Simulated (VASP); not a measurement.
# Cs (Fm-3m) in VASP: settings compared

The runs below take Cs through single point, with PBEsol, BLYP, r2SCAN.

All numbers are computed with VASP 6.6.1; they aren't measurements. Logs are shortened: lines on timing, memory, paths and dates and some standing lists are left out, and cuts for length are marked.

**1. The cell of the first run**

Symmetry: Fm-3m, No. 225, cubic system. Conventional cell: a = 5.984 Å, b = 5.984 Å, c = 5.984 Å, α = 90.00°, β = 90.00°, γ = 90.00°. Cs (site symmetry m-3m) has 12 Cs at 4.23 Å within 5.6 Å.

**2. Single point, PBEsol**

Input file INCAR:

```
SYSTEM = Cs
ALGO = Normal
EDIFF = 1E-7
ENCUT = 520
GGA = PS
ISIF = 2
ISMEAR = -1
LASPH = .True.
LCHARG = .False.
LREAL = .False.
LWAVE = .False.
NBANDS = 10
NELM = 100
PREC = Accurate
SIGMA = 0.3
```

Input file KPOINTS:

```
k-points
0
Gamma
  8 8 8
  0 0 0
```

Input file POSCAR:

```
Cs
1.0
    0.0000000000      2.9920000000      2.9920000000
    2.9920000000      0.0000000000      2.9920000000
    2.9920000000      2.9920000000      0.0000000000
Cs
1
Direct
    0.0000000000      0.0000000000      0.0000000000
```

Potentials or basis: VASP PAW PBE potentials, release 64 (Cs_sv).

Run with:

```sh
cat potpaw_PBE.64/Cs_sv/POTCAR > POTCAR
mpirun -np 1 vasp_std > vasp.out
```

OUTCAR:

```text
SYSTEM = Cs
   EDIFF = 1E-7
   ENCUT = 520
   GGA = PS
   ISIF = 2
   ISMEAR = -1
   LASPH = .True.
   LREAL = .False.
   NELM = 100
   PREC = Accurate

 ion  position               nearest neighbor table
   1  0.000  0.000  0.000-

  LATTYP: Found a face centered cubic cell.
 ALAT       =     5.9840000000

  Lattice vectors:

 A1 = (   0.0000000000,   2.9920000000,   2.9920000000)
 A2 = (   2.9920000000,   0.0000000000,   2.9920000000)
 A3 = (   2.9920000000,   2.9920000000,   0.0000000000)

Analysis of symmetry for initial positions (statically):
=====================================================================
 Subroutine PRICEL returns:
 Original cell was already a primitive cell.

 Routine SETGRP: Setting up the symmetry group for a
 face centered cubic supercell.

 Subroutine GETGRP returns: Found 48 space group operations
[... 9 lines left out ...]

 Routine SETGRP: Setting up the symmetry group for a
 face centered cubic supercell.

 Subroutine GETGRP returns: Found 48 space group operations
[... 11 lines left out ...]
                                     Primitive cell

  volume of cell :      53.5692

  direct lattice vectors                    reciprocal lattice vectors
     0.000000000  2.992000000  2.992000000    -0.167112299  0.167112299  0.167112299
     2.992000000  0.000000000  2.992000000     0.167112299 -0.167112299  0.167112299
     2.992000000  2.992000000  0.000000000     0.167112299  0.167112299 -0.167112299

  length of vectors
     4.231326979  4.231326979  4.231326979     0.289446993  0.289446993  0.289446993

  position of ions in fractional coordinates (direct lattice)
     0.000000000  0.000000000  0.000000000

  ion indices of the primitive-cell ions
   primitive index   ion index
                 1           1

----------------------------------------------------------------------------------------

 KPOINTS: k-points

Automatic generation of k-mesh.
 Grid dimensions read from file:
 generate k-points for:    8    8    8

 Generating k-lattice:

  Cartesian coordinates                     Fractional coordinates (reciprocal lattice)
    -0.020889037  0.020889037  0.020889037     0.125000000  0.000000000  0.000000000
     0.020889037 -0.020889037  0.020889037     0.000000000  0.125000000  0.000000000
     0.020889037  0.020889037 -0.020889037     0.000000000  0.000000000  0.125000000

  Length of vectors
     0.036180874  0.036180874  0.036180874

  Shift w.r.t. Gamma in fractional coordinates (k-lattice)
     0.000000000  0.000000000  0.000000000

 Subroutine IBZKPT returns following result:
 ===========================================

 Found     29 irreducible k-points:

 Following reciprocal coordinates:
            Coordinates               Weight
  0.000000  0.000000  0.000000      1.000000
  0.125000  0.000000  0.000000      8.000000
  0.250000  0.000000  0.000000      8.000000
  0.375000  0.000000  0.000000      8.000000
  0.500000  0.000000  0.000000      4.000000
  0.125000  0.125000  0.000000      6.000000
[... 16 lines left out ...]
  0.500000  0.250000  0.125000     48.000000
 -0.375000  0.250000  0.125000     24.000000
 [... further k-points ...]
   k-points           NKPTS =     29   k-points in BZ     NKDIM =     29   number of bands    NBANDS=     10
   number of dos      NEDOS =    301   number of ions     NIONS =      1
   total plane-waves  NPLWV =  32768
   dimension x,y,z NGX =    32 NGY =   32 NGZ =   32
   dimension x,y,z NGXF=    64 NGYF=   64 NGZF=   64
   ions per type =               1
   NGX,Y,Z   is equivalent  to a cutoff of  12.57, 12.57, 12.57 a.u.
   NGXF,Y,Z  is equivalent  to a cutoff of  25.15, 25.15, 25.15 a.u.
 SYSTEM =  Cs
   PREC   = accura    normal or accurate (medium, high low for compatibility)
   ISTART =      0    job   : 0-new  1-cont  2-samecut
   ICHARG =      2    charge: 1-file 2-atom 10-const
   ISPIN  =      1    spin polarized calculation?
   LNONCOLLINEAR =      F non collinear calculations
   LSORBIT =      F    spin-orbit coupling
   LASPH  =      T    aspherical Exc in radial PAW
   ENCUT  =  520.0 eV  38.22 Ry    6.18 a.u.   7.87  7.87  7.87*2*pi/ulx,y,z
   NELM   =    100;   NELMIN=  2; NELMDL= -5     # of ELM steps
   EDIFF  = 0.1E-06   stopping-criterion for ELM
   LREAL  =      F    real-space projection
   EDIFFG = 0.1E-05   stopping-criterion for IOM
   NSW    =      0    number of steps for IOM
   IBRION =     -1    ionic relax: 0-MD 1-quasi-New 2-CG
   NFREE  =      0    steps in history (QN), initial steepest desc. (CG)
   ISIF   =      2    stress and relaxation
   ISYM   =      2    0-nonsym 1-usesym 2-fastsym
   POTIM  = 0.5000    time-step for ionic-motion
   TEBEG  =    0.0;   TEEND  =   0.0 temperature during run
   PSTRESS=    0.0 pullay stress
   NELECT =       9.0000    total number of electrons
   NUPDOWN=      -1.0000    fix difference up-down
   EMIN   =  10.00;   EMAX   =-10.00  energy-range for DOS
   EFERMI =   0.00;   METHOD = LEGACY
   ISMEAR =    -1;   SIGMA  =   0.30  broadening in eV -4-tet -1-fermi 0-gaus
   EFERMI_NEDOS =   21; number of points for ismear=-14 and -15
   IALGO  =     38    algorithm
   IMIX   =      4    mixing-type and parameters
     AMIX     =   0.40;   BMIX     =  1.00
     AMIX_MAG =   1.60;   BMIX_MAG =  1.00
  volume/ion in A,a.u.               =      53.57       361.50
  Fermi-wavevector in a.u.,A,eV,Ry     =   0.903339  1.707063 11.102644  0.816021
  Thomas-Fermi vector in A             =   2.026652
   LORBIT       =      0    0 simple, 1 ext, 2 COOP (PROOUT), +10 PAW based schemes
   GGA     = PS    functional components
   LHFCALC =     F    Hartree Fock is set to
   AEXX    =    0.0000 exact exchange contribution
   IVDW    =     0    specifies the selected vdW correction
   LEPSILON=     F    determine dielectric tensor
   LRPA    =     F    only Hartree local field effects (RPA)
 non-spin polarized calculation
  energy-cutoff  :      520.00
  volume of cell :       53.57
 maximum number of plane-waves:      1459
   NGX = 15   NGY = 15   NGZ = 15

 number of electron       8.9999999 magnetization

 Free energy of the ion-electron system (eV)
  ---------------------------------------------------
  ext. energy  EPLUGINS =         0.00000000
  ---------------------------------------------------
  free energy    TOTEN  =        -0.73109617 eV

  energy without entropy =       -0.36934824  energy(sigma->0) =       -0.55022220

 E-fermi :   2.9945     XC(G=0):  -7.9255

 val. band max:        2.9047557178   @ k =   0.3750   0.2500   0.0000
 cond. band min:       2.9948616070   @ k =   0.5000   0.1250   0.0000
 fundamental gap:      0.0901058892
 Fermi energy:         2.9945318408

 k-point     1 :       0.0000    0.0000    0.0000
  band No.  band energies     occupation
      1     -20.7176      2.00000
      2      -6.8884      2.00000
      3      -6.8884      2.00000
      4      -6.8884      2.00000
      5       0.9075      1.99810
      6       5.8796      0.00013
      7       5.8796      0.00013
      8       5.8796      0.00013
      9       8.1228      0.00000
     10       8.1228      0.00000

 k-point     2 :       0.1250    0.0000    0.0000
  band No.  band energies     occupation
      1     -20.6943      2.00000
      2      -7.1181      2.00000
      3      -6.9128      2.00000
      4      -6.9128      2.00000
      5       1.3049      1.99286
      6       5.4263      0.00060
      7       6.0374      0.00008
      8       6.0374      0.00008
      9       7.7992      0.00000
     10       7.7992      0.00000

 k-point     3 :       0.2500    0.0000    0.0000
  band No.  band energies     occupation
      1     -20.6373      2.00000
      2      -7.6140      2.00000
      3      -6.9706      2.00000
      4      -6.9706      2.00000
      5       2.1396      1.89061
      6       4.9639      0.00282
      7       6.0684      0.00007
      8       6.0684      0.00007
      9       7.8774      0.00000
     10       7.8774      0.00000

 k-point     4 :       0.3750    0.0000    0.0000
  band No.  band energies     occupation
      1     -20.5789      2.00000
      2      -8.0508      2.00000
      3      -7.0267      2.00000
      4      -7.0267      2.00000
      5       2.6016      1.57494
      6       5.2831      0.00097
      7       5.7453      0.00021
      8       5.7453      0.00021
      9       8.9648      0.00000
     10       8.9649      0.00000

 k-point     5 :       0.5000    0.0000    0.0000
  band No.  band energies     occupation
      1     -20.5543      2.00000
      2      -8.2188      2.00000
      3      -7.0495      2.00000
      4      -7.0495      2.00000
      5       2.6484      1.52035
      6       5.5932      0.00035
      7       5.5932      0.00035
      8       5.6719      0.00027
      9       9.2719      0.00000
     10       9.9048      0.00000

 k-point     6 :       0.1250    0.1250    0.0000
  band No.  band energies     occupation
      1     -20.6866      2.00000
      2      -7.1141      2.00000
      3      -6.9604      2.00000
      4      -6.9604      2.00000
      5       1.4377      1.98891
      6       5.1834      0.00136
      7       6.1937      0.00005
      8       6.1937      0.00005
      9       7.0205      0.00000
     10       8.3169      0.00000
[... 183 lines left out ...]
 k-point    21 :       0.5000    0.5000    0.0000
  band No.  band energies     occupation
      1     -20.5012      2.00000
      2      -8.1118      2.00000
      3      -7.3497      2.00000
      4      -7.3497      2.00000
      5       2.3765      1.77396
      6       3.2619      0.58169
      7       7.1109      0.00000
      8       9.9687      0.00000
      9      10.2855      0.00000
     10      10.2860      0.00000

 k-point    22 :       0.3750    0.2500    0.1250
  band No.  band energies     occupation
      1     -20.5945      2.00000
      2      -7.7175      2.00000
      3      -7.2288      2.00000
      4      -7.0528      2.00000
      5       2.8561      1.22678
      6       4.3980      0.01842
      7       5.2077      0.00125
      8       6.9466      0.00000
      9       7.1570      0.00000
     10       9.4072      0.00000

 k-point    23 :       0.5000    0.2500    0.1250
  band No.  band energies     occupation
      1     -20.5474      2.00000
      2      -7.9467      2.00000
      3      -7.3772      2.00000
      4      -7.1264      2.00000
      5       3.4460      0.36338
      6       4.3611      0.02080
      7       4.9161      0.00330
      8       6.6430      0.00001
      9       8.2901      0.00000
     10      10.5293      0.00000

 k-point    24 :      -0.3750    0.2500    0.1250
  band No.  band energies     occupation
      1     -20.5276      2.00000
      2      -8.0428      2.00000
      3      -7.4234      2.00000
      4      -7.1663      2.00000
      5       3.6108      0.22723
      6       4.0959      0.04963
      7       5.4496      0.00056
      8       6.4423      0.00002
      9       8.9747      0.00000
     10      10.1985      0.00000

 [... further k-points ...]
[... 5 lines left out ...]
  --------------------------------------------------------------------------------------
  -------------------------------------------------------------------------------------
  Total        1.1170763      1.1170763      1.1170763      0.0000000     -0.0000000      0.0000000
  in kB       33.4101678     33.4101678     33.4101678      0.0000000     -0.0000000      0.0000000
  external PRESSURE =      33.4101678 kB  Pullay stress =       0.0000000 kB

 VOLUME and BASIS-vectors are now :
 -----------------------------------------------------------------------------
  energy-cutoff  :      520.00
  volume of cell :       53.57
      direct lattice vectors                 reciprocal lattice vectors
     0.000000000  2.992000000  2.992000000    -0.167112299  0.167112299  0.167112299
     2.992000000  0.000000000  2.992000000     0.167112299 -0.167112299  0.167112299
     2.992000000  2.992000000  0.000000000     0.167112299  0.167112299 -0.167112299

 POSITION                                       TOTAL-FORCE (eV/Angst)
 -----------------------------------------------------------------------------------
      0.00000      0.00000      0.00000         0.000000      0.000000     -0.000000
 -----------------------------------------------------------------------------------
    total drift:                                0.000000      0.000000     -0.000000

  FREE ENERGIE OF THE ION-ELECTRON SYSTEM (eV)
  ---------------------------------------------------
  free  energy   TOTEN  =        -0.7310961653 eV

  energy  without entropy=       -0.3693482390  energy(sigma->0) =       -0.55022220
```

It took 13 s on 1 thread of Intel Xeon 6975P-C, shared host; peak memory 0.17 GiB.

What came out:

* Free energy: -0.7311 eV
* Pressure: 3.3 GPa

Levels at points of the mesh, in eV from the Fermi level:
```csv
k point,band 1,band 2,band 3,band 4,band 5,band 6,band 7,band 8,band 9,band 10
"(0.00, 0.00, 0.00)",-23.71,-9.88,-9.88,-9.88,-2.09,2.89,2.89,2.89,5.13,5.13
"(0.50, 0.00, 0.00)",-23.55,-11.21,-10.04,-10.04,-0.35,2.60,2.60,2.68,6.28,6.91
"(0.50, 0.50, 0.00)",-23.50,-11.11,-10.34,-10.34,-0.62,0.27,4.12,6.97,7.29,7.29
```

Caveat: the PAW data sets were made with another functional, which shifts forces and pressure a little; spin-orbit coupling is left out, which moves the levels of the heavy elements.

(Part 1 of 2 ends here.)
